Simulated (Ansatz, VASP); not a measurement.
**One calculation of ZnSe3, two programs**

```xyz
4
Lattice="0.0000 3.3989 3.3989 3.3989 0.0000 3.3989 3.3989 3.3989 0.0000" Properties=species:S:1:pos:R:3 pbc="T T T"
Zn    3.3989    3.3989    3.3989
Se    0.0000    0.0000    0.0000
Se    1.6994    1.6994    1.6994
Se    5.0983    5.0983    5.0983
```

Change from the starting cell: species swapped into the Mg3Al type (Fm-3m, No. 225).

Alike in both runs: functional PBE; k mesh 4 × 4 × 4; occupations gaussian, width 0.1 eV; no spin polarisation.

Ansatz relaxed the structure, and its values are those at the end. VASP's run is a single point on that final structure, the one shown.

```csv
,VASP,Ansatz
version,VASP 6.6.1,Ansatz 0.2.0
potentials or method,"VASP PAW PBE potentials, release 64 (Zn, Se), cutoff 500 eV","scalar-relativistic, plane waves, PAW"
valence electrons in the cell,30,60
```

```csv
,VASP,Ansatz,Ansatz less VASP
gap on the k mesh at the Fermi level (eV),none,none,-
pressure (GPa),-0.2,-0.2,-0.05
```

A gap of «none» marks a metal or a gap that the smearing closes. With one functional, cell and mesh, what is left measures potentials, basis and numerics. VASP's potentials hold 30 valence electrons a cell and Ansatz's 60, so a difference there can come from the potentials and not from the codes.

The k mesh is coarse, so the values compare programs but aren't converged.
